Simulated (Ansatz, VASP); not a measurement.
## Two plane-wave programs on BN

```
CELL_PARAMETERS angstrom
2.50245 0.00000 0.00000
-1.25123 2.16719 0.00000
0.00000 0.00000 4.21247
ATOMIC_POSITIONS crystal
B 0.33333 0.66667 0.00007
B 0.66667 0.33333 0.50007
N 0.33333 0.66667 0.37393
N 0.66667 0.33333 0.87393
```

Change from the starting cell: strained cell.

Alike in both runs: functional PBEsol; k mesh 9 × 9 × 6; occupations gaussian, width 0.02 eV; no spin polarisation.

Ansatz relaxed the structure, and its values are those at the end. VASP's run is a single point on that final structure, the one shown.

|  | VASP | Ansatz |
| --- | --- | --- |
| version | VASP 6.6.1 | Ansatz 0.2.0 |
| potentials or method | VASP PAW PBE potentials, release 64 (B_h, N_h), cutoff 1330 eV | scalar-relativistic, plane waves, PAW |
| valence electrons in the cell | 16 | 16 |

Ansatz gave:

```
gap on the k mesh at the Fermi level (eV) : 4.80
least direct gap on the mesh (eV)         : 8.15
pressure (GPa)                            : 11.3
```

Q: Estimate VASP's values.

A: gap on the k mesh at the Fermi level (eV): 4.79; least direct gap on the mesh (eV): 8.16; pressure (GPa): 11.6.

VASP's potentials were made for PBE, not for PBEsol, and Ansatz warns of the same on its side. Ansatz's warnings: stress scf threshold loose.
